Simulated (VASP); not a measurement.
# C (C2/m) in VASP: a series of runs, part 2 of 2

VASP 6.6.1. Earlier steps stand in the parts before.

## (3) Single point, r2SCAN (atoms displaced along a vibrational mode)

POSCAR

```
C
1.0
   -2.4291088834      2.4291088834      2.4291088834
    2.4291088834     -2.4291088834      2.4291088834
    2.4291088834      2.4291088834     -2.4291088834
C
8
Direct
    0.3236236800     -0.0193600287      0.0154939079
    0.6763763200      0.6570162912      0.6918702278
    0.0000000000      0.3409490711      0.0154939079
    0.0000000000     -0.0193600287      0.3097581008
    0.0000000000      0.6590509289     -0.0154939079
    0.3236236800      0.3429837088      0.3081297722
    0.6763763200      0.0193600287     -0.0154939079
    0.0000000000      0.0193600287      0.6902418992
```

INCAR.step1

```
SYSTEM = C
  PREC = Accurate
  ENCUT = 520
  ISMEAR = 0
  SIGMA = 0.05
  LREAL = .False.
  LASPH = .True.
  NELM = 80
  NBANDS = 26
  GGA = PE
  ALGO = Normal
  EDIFF = 1E-4
  LWAVE = .True.
  LCHARG = .False.
```

INCAR.step2

```
SYSTEM = C
  PREC = Accurate
  ENCUT = 520
  EDIFF = 1E-6
  ISMEAR = 0
  SIGMA = 0.05
  LREAL = .False.
  LASPH = .True.
  NELM = 80
  ALGO = Normal
  ISIF = 2
  LWAVE = .False.
  LCHARG = .False.
  METAGGA = R2SCAN
  LMIXTAU = .True.
  NBANDS = 26
  ISTART = 1
```

KPOINTS

```
Automatic mesh
0
Gamma
  8 8 8
  0 0 0
```

Potentials or basis: VASP PAW PBE potentials, release 64 (C).

The run is started by

```console
$ cat potpaw_PBE.64/C/POTCAR > POTCAR
$ cp INCAR.step1 INCAR
$ mpirun -np 1 vasp_std > vasp.out
$ cp INCAR.step2 INCAR
$ mpirun -np 1 vasp_std > vasp.out
```

OUTCAR:

```text
SYSTEM = C
   PREC = Accurate
   ENCUT = 520
   EDIFF = 1E-6
   ISMEAR = 0
   LREAL = .False.
   LASPH = .True.
   NELM = 80
   ISIF = 2
   METAGGA = R2SCAN
   ISTART = 1

 ion  position               nearest neighbor table
   1  0.324  0.981  0.015-   7 1.49   5 1.50   6 1.61   8 1.68
   2  0.676  0.657  0.692-   6 1.49   5 1.50   7 1.61   8 1.68
   3  0.000  0.341  0.015-   5 1.39   6 1.50   7 1.50   8 1.57
   4  0.000  0.981  0.310-   8 1.55   5 1.57   7 1.68   6 1.68
   5  0.000  0.659  0.985-   3 1.39   2 1.50   1 1.50   4 1.57
   6  0.324  0.343  0.308-   2 1.49   3 1.50   1 1.61   4 1.68
   7  0.676  0.019  0.985-   1 1.49   3 1.50   2 1.61   4 1.68
   8  0.000  0.019  0.690-   4 1.55   3 1.57   1 1.68   2 1.68

  LATTYP: Found a body centered cubic cell.
 ALAT       =     4.8582177668

  Lattice vectors:

 A1 = (  -2.4291088834,   2.4291088834,   2.4291088834)
 A2 = (   2.4291088834,  -2.4291088834,   2.4291088834)
 A3 = (   2.4291088834,   2.4291088834,  -2.4291088834)

Analysis of symmetry for initial positions (statically):
[... 192 lines left out ...]
 k-point     1 :       0.0000    0.0000    0.0000
  band No.  band energies     occupation
      1     -15.5448      2.00000
      2      -8.1494      2.00000
      3      -7.0052      2.00000
      4      -6.8803      2.00000
      5      -6.0750      2.00000
      6      -5.8491      2.00000
[... 685 lines left out ...]
     25      17.6080      0.00000
     26      17.6618      0.00000

 [... further k-points ...]

------------------------ aborting loop because EDIFF is reached ----------------------------------------

  FORCE on cell =-STRESS in cart. coord.  units (eV):
  Direction    XX          YY          ZZ          XY          YZ          ZX
  --------------------------------------------------------------------------------------
  -------------------------------------------------------------------------------------
  Total        0.1127898      2.0099010      2.0099010     -0.3399274      0.5568245      0.3399267
  in kB        3.1519502     56.1673994     56.1673994     -9.4993909     15.5606580      9.4993712
  external PRESSURE =      38.4955830 kB  Pullay stress =       0.0000000 kB

 VOLUME and BASIS-vectors are now :
 -----------------------------------------------------------------------------
  energy-cutoff  :      520.00
  volume of cell :       57.33
      direct lattice vectors                 reciprocal lattice vectors
    -2.429108883  2.429108883  2.429108883     0.000000000  0.205836800  0.205836800
     2.429108883 -2.429108883  2.429108883     0.205836800  0.000000000  0.205836800
     2.429108883  2.429108883 -2.429108883     0.205836800  0.205836800  0.000000000

 POSITION                                       TOTAL-FORCE (eV/Angst)
 -----------------------------------------------------------------------------------
      1.63360     -1.55833      3.13056         0.212586     -2.620177      4.734841
      1.63360      1.72766      1.55833         0.212586     -4.734841      2.620177
      0.86584     -0.79057      0.79057        -3.144035      0.133017     -0.133017
      3.13452     -1.62965      1.62965         3.708711     -0.339595      0.339595
      3.99238      0.79057     -0.79057         3.144035     -0.133017      0.133017
      0.79551      0.70145      0.87078        -0.212586      4.734841     -2.620177
      0.79551      3.98744     -0.70145        -0.212586      2.620177     -4.734841
      1.72370      1.62965     -1.62965        -3.708711      0.339595     -0.339595
 -----------------------------------------------------------------------------------
    total drift:                               -0.000000     -0.000000      0.000000

  FREE ENERGIE OF THE ION-ELECTRON SYSTEM (eV)
  ---------------------------------------------------
  free  energy   TOTEN  =       -71.1820584931 eV

  energy  without entropy=      -71.1820584931  energy(sigma->0) =      -71.18205849
```

OUTCAR.step1:

```text
SYSTEM = C
   PREC = Accurate
   ENCUT = 520
   ISMEAR = 0
   LREAL = .False.
   LASPH = .True.
[... 940 lines left out ...]
      0.79551      0.70145      0.87078        -0.235730      4.551054     -2.543902
      0.79551      3.98744     -0.70145        -0.235730      2.543902     -4.551054
      1.72370      1.62965     -1.62965        -3.558475      0.337720     -0.337720
 -----------------------------------------------------------------------------------
    total drift:                               -0.000000     -0.000000      0.000000

  FREE ENERGIE OF THE ION-ELECTRON SYSTEM (eV)
  ---------------------------------------------------
  free  energy   TOTEN  =       -65.9526793246 eV

  energy  without entropy=      -65.9526793246  energy(sigma->0) =      -65.95267932
```

OSZICAR.step1:

```text
N       E                     dE             d eps       ncg     rms          rms(c)
DAV:   1     0.920238726429E+02    0.92024E+02   -0.16425E+04  7800   0.117E+03
DAV:   2    -0.621562290515E+02   -0.15418E+03   -0.14162E+03 10222   0.238E+02
DAV:   3    -0.692388145038E+02   -0.70826E+01   -0.69880E+01 10518   0.464E+01
DAV:   4    -0.693355608472E+02   -0.96746E-01   -0.96543E-01 10040   0.593E+00
DAV:   5    -0.693380158197E+02   -0.24550E-02   -0.24530E-02 10540   0.872E-01    0.111E+01
DAV:   6    -0.666865286351E+02    0.26515E+01   -0.23816E+00  9660   0.842E+00    0.640E+00
DAV:   7    -0.659416092171E+02    0.74492E+00   -0.18350E+00 10154   0.722E+00    0.205E+00
DAV:   8    -0.659474669400E+02   -0.58577E-02   -0.98087E-02  9980   0.185E+00    0.716E-01
DAV:   9    -0.659520324870E+02   -0.45655E-02   -0.89047E-03 10066   0.566E-01    0.159E-01
DAV:  10    -0.659525907134E+02   -0.55823E-03   -0.12225E-03 10392   0.218E-01    0.313E-02
DAV:  11    -0.659526793246E+02   -0.88611E-04   -0.10772E-04  7632   0.720E-02
   1 F= -.65952679E+02 E0= -.65952679E+02  d E =-.234308E-16
```

Wall time 21 min (1 thread of Oxide Virtual Turin-like, shared host); peak memory 0.24 GiB.

What came out:

```
Free energy            : -71.1821 eV
Pressure               : 3.8 GPa
Largest force          : 5.416 eV/Å
Band gap on the k mesh : 0.96 eV (least direct gap 2.28 eV)
```

Forces on the atoms (eV/Å):
```
C    0.213 -2.620  4.735
C    0.213 -4.735  2.620
C   -3.144  0.133 -0.133
C    3.709 -0.340  0.340
C    3.144 -0.133  0.133
C   -0.213  4.735 -2.620
C   -0.213  2.620 -4.735
C   -3.709  0.340 -0.340
```

Levels at points of the mesh, in eV from the valence-band top:
| k point | band 12 | band 13 | band 14 | band 15 | band 16 | band 17 | band 18 | band 19 | band 20 | band 21 |
| --- | --- | --- | --- | --- | --- | --- | --- | --- | --- | --- |
| (0.00, 0.00, 0.00) | -7.22 | -6.52 | -2.73 | -1.65 | -1.10 | 1.81 | 2.38 | 2.98 | 6.92 | 7.07 |
| (0.50, 0.00, 0.00) | -6.25 | -5.99 | -5.18 | -3.77 | -2.75 | 2.28 | 3.73 | 4.38 | 4.77 | 5.62 |
| (0.00, 0.50, 0.00) | -6.02 | -5.05 | -4.32 | -3.80 | -3.36 | 1.89 | 3.35 | 3.65 | 5.40 | 5.77 |
| (0.00, 0.00, 0.50) | -6.11 | -5.46 | -5.28 | -3.82 | -3.17 | 2.68 | 4.30 | 4.49 | 4.71 | 4.89 |
| (0.00, 0.50, 0.50) | -6.99 | -4.41 | -4.36 | -4.17 | -3.39 | 1.90 | 4.21 | 4.39 | 4.82 | 5.01 |
| (0.50, 0.50, 0.50) | -7.58 | -7.46 | -3.22 | -1.76 | 0.00 | 2.28 | 3.90 | 4.48 | 5.34 | 5.63 |

Caveat: the cell differs from its parent crystal (atoms displaced along a vibrational mode); the stress differs along the axes, from 0 to 6 GPa; the PAW data sets were made with another functional, which shifts forces and pressure a little.

## (4) Single point, r2SCAN (atoms displaced along a vibrational mode)

POSCAR

```
C
1.0
   -2.4291088834      2.4291088834      2.4291088834
    2.4291088834     -2.4291088834      2.4291088834
    2.4291088834      2.4291088834     -2.4291088834
C
8
Direct
    0.3268287756      0.0145200216     -0.0116204309
    0.6731712244      0.6876912460      0.6615507935
    0.0000000000      0.3138347323     -0.0116204309
    0.0000000000      0.0145200216      0.3372279600
    0.0000000000      0.6861652677      0.0116204309
    0.3268287756      0.3123087540      0.3384492065
    0.6731712244     -0.0145200216      0.0116204309
    0.0000000000     -0.0145200216      0.6627720400
```

INCAR.step1

```
  PREC = Accurate
  ENCUT = 520
  ISMEAR = 0
  SIGMA = 0.05
  LREAL = False
  LASPH = True
  NELM = 60
  NBANDS = 26
  GGA = PE
  ALGO = Normal
  EDIFF = 1E-4
  LWAVE = True
  LCHARG = False
```

INCAR.step2

```
  PREC = Accurate
  ENCUT = 520
  EDIFF = 1E-6
  ISMEAR = 0
  SIGMA = 0.05
  LREAL = False
  LASPH = True
  NELM = 60
  ALGO = Normal
  ISIF = 2
  LWAVE = False
  LCHARG = False
  METAGGA = R2SCAN
  LMIXTAU = True
  NBANDS = 26
  ISTART = 1
```

KPOINTS

```
regular mesh
0
Gamma
  8 8 8
```

Potentials or basis: VASP PAW PBE potentials, release 64 (C).

The run is started by

```console
$ cat potpaw_PBE.64/C/POTCAR > POTCAR
$ cp INCAR.step1 INCAR
$ mpirun -np 1 vasp_std > vasp.out
$ cp INCAR.step2 INCAR
$ mpirun -np 1 vasp_std > vasp.out
```

OUTCAR:

```text
PREC = Accurate
   ENCUT = 520
   EDIFF = 1E-6
   ISMEAR = 0
   LREAL = False
   LASPH = True
   NELM = 60
   ISIF = 2
   METAGGA = R2SCAN
   ISTART = 1

 ion  position               nearest neighbor table
   1  0.327  0.015  0.988-   7 1.48   8 1.52   6 1.58   5 1.65
   2  0.673  0.688  0.662-   6 1.48   8 1.52   7 1.58   5 1.65
   3  0.000  0.314  0.988-   5 1.54   8 1.59   7 1.65   6 1.65
   4  0.000  0.015  0.337-   8 1.42   7 1.52   6 1.52   5 1.59
[... 911 lines left out ...]
  Total        0.1051482      1.2075987      1.2075987      0.2802295      0.3761112     -0.2802292
  in kB        2.9384041     33.7467740     33.7467740      7.8311120     10.5105618     -7.8311043
  external PRESSURE =      23.4773174 kB  Pullay stress =       0.0000000 kB

 VOLUME and BASIS-vectors are now :
 -----------------------------------------------------------------------------
  energy-cutoff  :      520.00
  volume of cell :       57.33
      direct lattice vectors                 reciprocal lattice vectors
    -2.429108883  2.429108883  2.429108883     0.000000000  0.205836800  0.205836800
     2.429108883 -2.429108883  2.429108883     0.205836800  0.000000000  0.205836800
     2.429108883  2.429108883 -2.429108883     0.205836800  0.205836800  0.000000000

 POSITION                                       TOTAL-FORCE (eV/Angst)
 -----------------------------------------------------------------------------------
      1.64225      3.15951     -1.57171        -0.157344      3.069014     -2.340480
      1.64225      1.57171      1.69870        -0.157344      2.340480     -3.069014
      3.16322      1.63854     -1.63854         2.395246      0.015775     -0.015775
      0.85443      0.78389     -0.78389        -2.578364      0.291837     -0.291837
      1.69500     -1.63854      1.63854        -2.395246     -0.015775      0.015775
      0.78686      0.85740      0.73040         0.157344     -2.340480      3.069014
      0.78686     -0.73040      4.00082         0.157344     -3.069014      2.340480
      4.00378     -0.78389      0.78389         2.578364     -0.291837      0.291837
 -----------------------------------------------------------------------------------
    total drift:                               -0.000000      0.000000     -0.000000

  FREE ENERGIE OF THE ION-ELECTRON SYSTEM (eV)
  ---------------------------------------------------
  free  energy   TOTEN  =       -72.0114994277 eV

  energy  without entropy=      -72.0114994277  energy(sigma->0) =      -72.01149943
```

It took 16 min on 1 thread of Oxide Virtual Turin-like, shared host; peak memory 0.24 GiB.

What came out:

```
Free energy            : -72.0115 eV
Pressure               : 2.3 GPa
Largest force          : 3.863 eV/Å
Band gap on the k mesh : 1.58 eV (least direct gap 2.86 eV)
```

Forces on the atoms (eV/Å):
```
C   -0.157  3.069 -2.340
C   -0.157  2.340 -3.069
C    2.395  0.016 -0.016
C   -2.578  0.292 -0.292
C   -2.395 -0.016  0.016
C    0.157 -2.340  3.069
C    0.157 -3.069  2.340
C    2.578 -0.292  0.292
```

Stress tensor (GPa, compression positive):
```
 0.29  0.78 -0.78
 0.78  3.37  1.05
-0.78  1.05  3.37
```

Caveat: the cell differs from its parent crystal (atoms displaced along a vibrational mode); the PAW data sets were made with another functional, which shifts forces and pressure a little.

## (5) Summary

```tsv
cell	gap on the mesh (eV)	pressure (GPa)	largest force (eV/Å)
as given, atomic positions A	1.24	3.1	4.72
as given, atomic positions B	0.96	3.8	5.42
as given, atomic positions C	1.58	2.3	3.86
```

Alike in all rows: task single point; level r2SCAN; potentials or basis VASP PAW PBE potentials, release 64 (C); no spin polarisation; k mesh 8 × 8 × 8; cutoff (eV) 520; smearing gaussian 0.05 eV.

Caveats: the PAW data sets were made with another functional, which shifts forces and pressure a little; the cell stands under pressure (at least some runs); the stress differs along the axes, from 0 to 6 GPa (at least some runs).

Total energies depend on the potentials used, so only differences within one code and one set of settings carry meaning.
